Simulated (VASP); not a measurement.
# Co (Pm-3m) in VASP: further runs, part 2 of 2

VASP 6.6.1. Earlier steps stand in the parts before.

## (3) Single point, LDA, collinear spin, antiferromagnetic start

This run uses another cell than the first one: it holds 2 atoms, not 1.

INCAR reads:

```
SYSTEM = Co
PREC     = Accurate       ! precision mode
ENCUT    = 520            ! plane-wave cutoff, eV
EDIFF    = 1E-6           ! SCF threshold, eV
ISMEAR   = -1             ! smearing method
SIGMA    = 0.05           ! smearing width, eV
LREAL    = .False.        ! projectors in reciprocal space
LASPH    = .True.         ! aspherical terms in the spheres
NELM     = 150            ! most SCF steps
ALGO     = Normal         ! electronic algorithm
ISIF     = 2              ! what is computed and relaxed
LWAVE    = .False.        ! write WAVECAR
LCHARG   = .True.         ! write CHGCAR
ISPIN    = 2              ! spin polarisation
MAGMOM   = 1.7 -1.7       ! initial moments
LORBIT   = 11             ! projections on sites
LMAXMIX  = 4              ! l up to which the mixer works
GGA      = CA             ! functional
LELF     = .True.         ! ELF
LVHAR    = .True.       
NBANDS   = 20             ! bands
```

KPOINTS reads:

```
Automatic mesh
0
Gamma
  12 12 12
  0 0 0
```

POSCAR reads:

```
Co
1.0
    0.0000000000      2.2227532329      2.2227532329
    2.2227532329      0.0000000000      2.2227532329
    2.2227532329      2.2227532329      0.0000000000
Co
2
Direct
    0.0000000000      0.0000000000      0.0000000000
    0.5000000000      0.5000000000      0.5000000000
```

Potentials or basis: VASP PAW LDA potentials, release 64 (Co).

On the command line:

```bash
cat potpaw_LDA.64/Co/POTCAR > POTCAR
mpirun -np 1 vasp_std > vasp.out
```

OUTCAR:

```text
SYSTEM = Co
   PREC = Accurate
   ENCUT = 520
   EDIFF = 1E-6
   ISMEAR = -1
   LREAL = .False.
   LASPH = .True.
   NELM = 150
   ISIF = 2
   ISPIN = 2
   LORBIT = 11
   GGA = CA

 ion  position               nearest neighbor table
   1  0.000  0.000  0.000-   2 2.22   2 2.22   2 2.22   2 2.22   2 2.22   2 2.22
   2  0.500  0.500  0.500-   1 2.22   1 2.22   1 2.22   1 2.22   1 2.22   1 2.22

  LATTYP: Found a face centered cubic cell.
 ALAT       =     4.4455064658

  Lattice vectors:

 A1 = (   0.0000000000,   2.2227532329,   2.2227532329)
 A2 = (   2.2227532329,   0.0000000000,   2.2227532329)
 A3 = (   2.2227532329,   2.2227532329,   0.0000000000)

Analysis of symmetry for initial positions (statically):
=====================================================================
 Subroutine PRICEL returns following result:

  LATTYP: Found a simple cubic cell.
 ALAT       =     2.2227532329
[... 12 lines left out ...]
 Subroutine GETGRP returns: Found 48 space group operations
 (whereof 48 operations were pure point group operations)
 out of a pool of 48 trial point group operations.

[... 760 lines left out ...]
 k-point     1 :       0.0000    0.0000    0.0000
  band No.  band energies     occupation
      1       1.1430      1.00000
      2       5.7855      1.00000
      3       5.7855      1.00000
      4       6.1626      1.00000
      5       6.1626      1.00000
      6       6.1626      1.00000
[... 541 lines left out ...]
     19      34.7977      0.00000
     20      35.0060      0.00000

 [... further k-points ...]
[... 5 lines left out ...]
  --------------------------------------------------------------------------------------
  -------------------------------------------------------------------------------------
  Total       -0.1413643     -0.1413643     -0.1413643     -0.0000000     -0.0000000      0.0000000
  in kB      -10.3120865    -10.3120865    -10.3120865     -0.0000000     -0.0000000      0.0000000
  external PRESSURE =     -10.3120865 kB  Pullay stress =       0.0000000 kB

 VOLUME and BASIS-vectors are now :
 -----------------------------------------------------------------------------
  energy-cutoff  :      520.00
  volume of cell :       21.96
      direct lattice vectors                 reciprocal lattice vectors
     0.000000000  2.222753233  2.222753233    -0.224946248  0.224946248  0.224946248
     2.222753233  0.000000000  2.222753233     0.224946248 -0.224946248  0.224946248
     2.222753233  2.222753233  0.000000000     0.224946248  0.224946248 -0.224946248

 POSITION                                       TOTAL-FORCE (eV/Angst)
 -----------------------------------------------------------------------------------
      0.00000      0.00000      0.00000         0.000000      0.000000      0.000000
      2.22275      2.22275      2.22275        -0.000000     -0.000000     -0.000000
 -----------------------------------------------------------------------------------
    total drift:                                0.000000     -0.000000      0.000000

  FREE ENERGIE OF THE ION-ELECTRON SYSTEM (eV)
  ---------------------------------------------------
  free  energy   TOTEN  =       -14.3425272619 eV

  energy  without entropy=      -14.3018378238  energy(sigma->0) =      -14.32218254

 total charge

# of ion       s       p       d       tot
------------------------------------------
    1        0.540   0.480   7.439   8.459
    2        0.540   0.480   7.439   8.459
--------------------------------------------------
tot          1.081   0.959  14.878  16.918

 magnetization (x)

# of ion       s       p       d       tot
------------------------------------------
    1        0.000   0.000   0.000   0.000
    2       -0.000  -0.000  -0.000  -0.000
--------------------------------------------------
tot          0.000   0.000   0.000   0.000
```

OSZICAR:

```text
N       E                     dE             d eps       ncg     rms          rms(c)
DAV:   1     0.880584143754E+02    0.88058E+02   -0.76561E+03  6104   0.119E+03
DAV:   2    -0.109316689827E+02   -0.98990E+02   -0.89305E+02  5848   0.218E+02
DAV:   3    -0.157628412138E+02   -0.48312E+01   -0.46115E+01  6408   0.584E+01
DAV:   4    -0.158481340840E+02   -0.85293E-01   -0.85177E-01  7264   0.690E+00
DAV:   5    -0.158505519908E+02   -0.24179E-02   -0.24176E-02  6808   0.107E+00    0.146E+01
DAV:   6    -0.146437980113E+02    0.12068E+01   -0.63140E+00  6648   0.500E+01    0.587E+00
DAV:   7    -0.143484306627E+02    0.29537E+00   -0.10075E+00  7120   0.194E+01    0.270E+00
DAV:   8    -0.143463327877E+02    0.20979E-02   -0.80106E-02  9816   0.490E+00    0.902E-01
DAV:   9    -0.143435599966E+02    0.27728E-02   -0.68166E-03  8868   0.102E+00    0.362E-01
DAV:  10    -0.143426984509E+02    0.86155E-03   -0.24348E-04  7688   0.163E-01    0.183E-01
DAV:  11    -0.143425269482E+02    0.17150E-03   -0.29895E-04  8936   0.372E-01    0.318E-02
DAV:  12    -0.143425276050E+02   -0.65680E-06   -0.12525E-05  6264   0.304E-02    0.198E-02
DAV:  13    -0.143425272619E+02    0.34317E-06   -0.36066E-07  3664   0.989E-03
   1 F= -.14342527E+02 E0= -.14322183E+02  d E =-.406894E-01  mag=     0.0000
```

Run time: 18 s. Hardware: 1 thread of Intel Xeon 6975P-C (Granite Rapids), shared host; peak memory 0.16 GiB.

Results:

```yaml
Free_energy: -14.3425 eV
Pressure: -1.0 GPa
Band_gap_on_the_k_mesh: zero (filled and empty bands overlap)
Net_moment: 0.00 μB per cell
Valence_electrons_inside_the_program's_atomic_spheres: Co 8.46
```

Levels at points of the mesh, in eV from the Fermi level:
Spin up:
| k point | band 6 | band 7 | band 8 | band 9 | band 10 | band 11 | band 12 | band 13 |
| --- | --- | --- | --- | --- | --- | --- | --- | --- |
| (0.00, 0.00, 0.00) | -3.65 | 0.56 | 0.56 | 0.56 | 1.66 | 1.66 | 13.63 | 13.63 |
| (0.50, 0.00, 0.00) | -2.09 | -1.00 | -1.00 | -1.00 | -1.00 | 0.75 | 0.75 | 14.66 |
| (0.50, 0.50, 0.00) | -0.94 | -0.94 | -0.63 | -0.63 | 0.70 | 1.57 | 5.38 | 5.86 |
Spin down:
| k point | band 7 | band 8 | band 9 | band 10 | band 11 | band 12 |
| --- | --- | --- | --- | --- | --- | --- |
| (0.00, 0.00, 0.00) | 0.56 | 0.56 | 0.56 | 1.66 | 1.66 | 13.63 |
| (0.50, 0.00, 0.00) | -1.00 | -1.00 | -1.00 | -1.00 | 0.75 | 0.75 |
| (0.50, 0.50, 0.00) | -0.94 | -0.63 | -0.63 | 0.70 | 1.57 | 5.38 |

Caveat: the starting moments collapsed, and a magnetic state may lie lower.

## (4) Single point, LDA, collinear spin, ferromagnetic start (volume scaled by 1.04)

INCAR reads:

```
SYSTEM = Co
PREC = Accurate
ENCUT = 520
EDIFF = 1E-6
ISMEAR = -1
SIGMA = 0.05
LREAL = .False.
LASPH = .True.
NELM = 150
ALGO = Normal
ISIF = 2
LWAVE = .False.
LCHARG = .False.
ISPIN = 2
MAGMOM = -1.459 -1.459
LORBIT = 11
LMAXMIX = 4
NBANDS = 20
```

KPOINTS reads:

```
Automatic mesh
0
Gamma
  14 14 14
  0 0 0
```

POSCAR reads:

```
Co
1.0
    0.0000000000      2.2520033402      2.2520033402
    2.2520033402      0.0000000000      2.2520033402
    2.2520033402      2.2520033402      0.0000000000
Co
2
Direct
    0.0000000000      0.0000000000      0.0000000000
    0.5000000000      0.5000000000      0.5000000000
```

On the command line:

```bash
cat potpaw_LDA.64/Co/POTCAR > POTCAR
mpirun -np 1 vasp_std > vasp.out
```

Wall time 24 s (1 thread of Intel Xeon 6975P-C (Granite Rapids), shared host); peak memory 0.18 GiB.

Results (log left out):

```yaml
Free_energy: -14.5381 eV
Pressure: -0.5 GPa
Net_moment: -2.98 μB per cell
Site_moments: Co -1.48 μB
Valence_electrons_inside_the_program's_atomic_spheres: Co 8.38
```

Levels at points of the mesh, in eV from the Fermi level:
Spin up:
```
           k point  band 6  band 7  band 8  band 9  band 10  band 11
(0.00, 0.00, 0.00)   -3.02    1.17    1.17    1.17     2.07     2.07
(0.50, 0.00, 0.00)   -1.58   -0.41   -0.41   -0.41    -0.41     1.10
(0.50, 0.50, 0.00)   -0.31   -0.31    0.00    0.00     1.31     1.99
```
Spin down:
```
           k point  band 7  band 8  band 9  band 10  band 11  band 12  band 13  band 14
(0.00, 0.00, 0.00)   -0.47   -0.47   -0.47     0.72     0.72    12.79    12.79    12.79
(0.50, 0.00, 0.00)   -1.83   -1.83   -1.83    -1.83    -0.03    -0.03    13.79    13.79
(0.50, 0.50, 0.00)   -1.55   -1.55   -1.46    -0.35     0.65     4.48     5.39     5.39
```

Caveat: the cell differs from its parent crystal (volume scaled by 1.04).

## (5) Single point, LDA, collinear spin, ferromagnetic start (volume scaled by 1.08)

INCAR reads:

```
SYSTEM = Co
ALGO = Normal ; EDIFF = 1E-7
ENCUT = 520 ; GGA = CA
ISIF = 2 ; ISMEAR = -1
ISPIN = 2 ; LASPH = .True.
LCHARG = .False. ; LMAXMIX = 4
LORBIT = 11 ; LREAL = .False.
LWAVE = .False. ; MAGMOM = -1.459 -1.459
NBANDS = 20 ; NELM = 150
PREC = Accurate ; SIGMA = 0.05
```

KPOINTS reads:

```
k-points
0
Gamma
  14 14 14
  0 0 0
```

POSCAR reads:

```
Co
1.0
    0.0000000000      2.2805127382      2.2805127382
    2.2805127382      0.0000000000      2.2805127382
    2.2805127382      2.2805127382      0.0000000000
Co
2
Direct
    0.0000000000      0.0000000000      0.0000000000
    0.5000000000      0.5000000000      0.5000000000
```

On the command line:

```bash
cat potpaw_LDA.64/Co/POTCAR > POTCAR
mpirun -np 1 vasp_std > vasp.out
```

Run time: 25 s. Hardware: 1 thread of Intel Xeon 6975P-C (Granite Rapids), shared host; peak memory 0.18 GiB.

It converged, with:

* Free energy: -14.5166 eV
* Pressure: -7.1 GPa
* Net moment: -3.09 μB per cell
* Site moments: Co -1.53 μB
* Valence electrons inside the program's atomic spheres: Co 8.31

Levels at points of the mesh, in eV from the Fermi level:
Spin up:
| k point | band 4 | band 5 | band 6 | band 7 | band 8 | band 9 | band 10 | band 11 |
| --- | --- | --- | --- | --- | --- | --- | --- | --- |
| (0.00, 0.00, 0.00) | -2.84 | -2.84 | -2.84 | 1.13 | 1.13 | 1.13 | 1.99 | 1.99 |
| (0.50, 0.00, 0.00) | -1.49 | -1.49 | -1.49 | -0.36 | -0.36 | -0.36 | -0.36 | 1.03 |
| (0.50, 0.50, 0.00) | -2.28 | -1.19 | -0.27 | -0.27 | 0.02 | 0.02 | 1.26 | 1.91 |
Spin down:
| k point | band 8 | band 9 | band 10 | band 11 | band 12 | band 13 | band 14 | band 15 |
| --- | --- | --- | --- | --- | --- | --- | --- | --- |
| (0.00, 0.00, 0.00) | -0.56 | -0.56 | 0.58 | 0.58 | 12.35 | 12.35 | 12.35 | 13.45 |
| (0.50, 0.00, 0.00) | -1.83 | -1.83 | -1.83 | -0.13 | -0.13 | 13.38 | 13.38 | 13.38 |
| (0.50, 0.50, 0.00) | -1.57 | -1.39 | -0.44 | 0.51 | 4.20 | 5.23 | 5.23 | 11.63 |

Caveat: the cell differs from its parent crystal (volume scaled by 1.08).

## (6) Relaxation of cell and atoms, LDA, collinear spin, antiferromagnetic start

This run uses another cell than the first one: it holds 2 atoms, not 1.

INCAR reads:

```
ALGO = Normal ; EDIFF = 1E-7
EDIFFG = -0.01 ; ENCUT = 600
IBRION = 2 ; ISIF = 3
ISMEAR = -1 ; ISPIN = 2
LASPH = T ; LCHARG = F
LMAXMIX = 4 ; LORBIT = 11
LREAL = F ; LWAVE = F
MAGMOM = 1.7 -1.7 ; NELM = 150
NSW = 80 ; PREC = Accurate
SIGMA = 0.05
```

KPOINTS reads:

```
k-points
0
Gamma
  12 12 12
```

POSCAR reads:

```
Co
1.0
    0.0000000000      2.2868488050      2.2868488050
    2.2868488050      0.0000000000      2.2868488050
    2.2868488050      2.2868488050      0.0000000000
Co
2
Direct
    0.0000000000      0.0000000000      0.0000000000
    0.5000000000      0.5000000000      0.5000000000
```

Potentials or basis: VASP PAW LDA potentials, release 64 (Co).

On the command line:

```bash
cat potpaw_LDA.64/Co/POTCAR > POTCAR
mpirun -np 1 vasp_std > vasp.out
```

Run time: 70 s. Hardware: 1 thread of Intel Xeon 6975P-C (Granite Rapids), shared host; peak memory 0.18 GiB.

The run converged. Its results:

```
Free energy                                           : -14.3438 eV
Relaxed volume                                        : 10.93 Å³/atom
Relaxed cell                                          : a = 3.138 Å, b = 3.138 Å, c = 3.138 Å, α = 60.00°, β = 60.00°, γ = 60.00°
Space group after relaxing (to 0.05 Å)                : Pm-3m (No. 221)
Energy gained by relaxing                             : 59.4 meV/atom
Ionic steps                                           : 4
Pressure after relaxing                               : 0.0 GPa
Band gap on the k mesh                                : zero (filled and empty bands overlap)
Net moment                                            : 0.00 μB per cell
Valence electrons inside the program's atomic spheres : Co 8.47
```

Step by step:
| step | energy change (eV) | largest force (eV/Å) | pressure (GPa) | volume (Å³) |
| --- | --- | --- | --- | --- |
| 1 | 0.0000 | 0.0000 | -16.88 | 23.92 |
| 2 | 0.0448 | 0.0000 | 28.22 | 19.82 |
| 3 | -0.1188 | 0.0000 | -0.40 | 21.89 |
| 4 | -0.1188 | 0.0000 | 0.04 | 21.85 |

Final structure:
```xyz
2
Lattice="0.0000 2.2189 2.2189 2.2189 0.0000 2.2189 2.2189 2.2189 0.0000" Properties=species:S:1:pos:R:3 pbc="T T T"
Co    2.2189    0.0000    2.2189
Co    2.2189    2.2189    2.2189
```

Levels at points of the mesh, in eV from the Fermi level:
Spin up:
```tsv
k point	band 6	band 7	band 8	band 9	band 10	band 11	band 12	band 13
(0.00, 0.00, 0.00)	-3.68	0.57	0.57	0.57	1.67	1.67	13.69	13.69
(0.50, 0.00, 0.00)	-2.10	-1.01	-1.01	-1.01	-1.01	0.76	0.76	14.71
(0.50, 0.50, 0.00)	-0.95	-0.95	-0.63	-0.63	0.70	1.59	5.42	5.88
```
Spin down:
```
           k point  band 7  band 8  band 9  band 10  band 11  band 12
(0.00, 0.00, 0.00)    0.57    0.57    0.57     1.67     1.67    13.69
(0.50, 0.00, 0.00)   -1.01   -1.01   -1.01    -1.01     0.76     0.76
(0.50, 0.50, 0.00)   -0.95   -0.63   -0.63     0.70     1.59     5.42
```

Caveat: the starting moments collapsed, and a magnetic state may lie lower.

## (7) Summary

```tsv
cell	k mesh	gap on the mesh (eV)	pressure (GPa)	moment (μB)
a = 2.255 Å, 1 atom	23 × 23 × 23	none	-1.3	1.50
a = 3.185 Å, angles 60.0°, 2 atoms	14 × 14 × 14	none	-0.5	2.98
a = 3.225 Å, angles 60.0°, 2 atoms	14 × 14 × 14	none	-7.1	3.09
```

Alike in all rows: task single point; level LDA; potentials or basis VASP PAW LDA potentials, release 64 (Co); spin collinear, ferromagnetic start; cutoff (eV) 520; smearing fermi-dirac 0.05 eV.

Absolute energies hang on the potentials; compare differences alone.
